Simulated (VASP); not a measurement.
Crystal: C.

```
CELL_PARAMETERS angstrom
1.22805 -2.12706 0.00000
1.22805 2.12706 0.00000
0.00000 0.00000 7.17327
ATOMIC_POSITIONS crystal
C 0.08338 0.91662 0.75314
C 0.58338 0.41662 0.24686
C 0.91662 0.08338 0.24686
C 0.41662 0.58338 0.75314
```

| Item | Value |
| --- | --- |
| Program | VASP 6.6.1 |
| Task | relaxation of cell and atoms |
| Functional | PBE |
| Potentials or basis | VASP PAW PBE potentials, release 64 (C) |
| Cutoff | 600 eV |
| k mesh | 1 × 1 × 1 |
| Occupations | gaussian, width 0.1 eV |
| Spin | no spin polarisation |

At the start: pressure 28.3 GPa; volume 9.37 Å³/atom.

Task: Where does the relaxation end?

Result: Over 20 steps the energy falls by 114.5 meV/atom and the volume is 12.34 Å³/atom (+31.8 %); space group Cmme (No. 67, to 0.05 Å).

Step by step:
```csv
step,energy change (eV),largest force (eV/Å),pressure (GPa),volume (Å³)
1,0.0000,0.0462,28.31,37.48
2,1.0724,0.2503,-38.44,47.11
3,-0.2618,0.1134,0.46,40.28
4,-0.2634,0.1065,2.16,40.08
5,-0.3079,0.7521,1.56,41.09
6,-0.3268,1.7974,1.09,42.30
7,-0.3338,1.7162,1.03,42.43
8,-0.3533,1.4731,0.92,42.81
9,-0.3856,0.9898,0.70,43.57
10,-0.4256,0.0346,0.42,45.10
11,-0.4195,1.8319,0.25,48.16
12,-0.4361,0.8627,0.31,46.56
13,-0.4460,0.6294,0.25,47.28
14,-0.4578,0.0793,0.14,49.44
15,-0.4579,0.0358,0.17,49.31
16,-0.4579,0.0541,0.14,49.36
17,-0.4579,0.0098,0.10,49.37
18,-0.4579,0.0075,0.10,49.37
19,-0.4579,0.0062,0.10,49.37
20,-0.4579,0.0043,0.07,49.38
```

Final structure:
```
C
1.0
     1.26535   -2.19024    0.00000
     1.26535    2.19024    0.00000
     0.00000    0.00000    8.90809
C
4
Direct
  0.08331 0.91669 0.75199
  0.58331 0.41669 0.24801
  0.91669 0.08331 0.24801
  0.41669 0.58331 0.75199
```

Caveat: the k points lie up to 2.87 Å⁻¹ apart in the final cell; the volume moved by over 15 % at a fixed basis, so the end points are rough; this functional lacks dispersion, which binds the layers, so the pressure and a relaxed spacing across them are unreliable.
